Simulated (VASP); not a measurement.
Crystal: Hg.

```
CELL_PARAMETERS angstrom
2.98907 0.00000 0.00000
0.00000 2.98907 0.00000
0.00000 0.00000 2.98907
ATOMIC_POSITIONS crystal
Hg 0.00000 0.00000 0.00000
```

| Item | Value |
| --- | --- |
| Program | VASP 6.6.1 |
| Task | relaxation of cell and atoms |
| Functional | r2SCAN |
| Potentials or basis | VASP PAW PBE potentials, release 64 (Hg) |
| Cutoff | 600 eV |
| k mesh | 18 × 18 × 18 |
| Occupations | gaussian, width 0.1 eV |
| Spin | no spin polarisation |

At the start: pressure 1.2 GPa; volume 26.71 Å³/atom.

Question: How do energy, volume and symmetry change on relaxing?

Answer: Over 3 steps the energy falls by 3.5 meV/atom and the volume is 27.74 Å³/atom (+3.9 %); space group Pm-3m (No. 221, to 0.05 Å).

Step by step:
| step | energy change (eV) | largest force (eV/Å) | pressure (GPa) | volume (Å³) |
| --- | --- | --- | --- | --- |
| 1 | 0.0000 | 0.0000 | 1.17 | 26.71 |
| 2 | -0.0033 | 0.0000 | 0.26 | 27.47 |
| 3 | -0.0035 | 0.0000 | -0.02 | 27.74 |

Final structure:
```
CELL_PARAMETERS angstrom
3.02700 0.00000 0.00000
0.00000 3.02700 0.00000
0.00000 0.00000 3.02700
ATOMIC_POSITIONS crystal
Hg 0.00000 0.00000 0.00000
```

Caveat: the PAW data sets were made with another functional, which shifts forces and pressure a little.
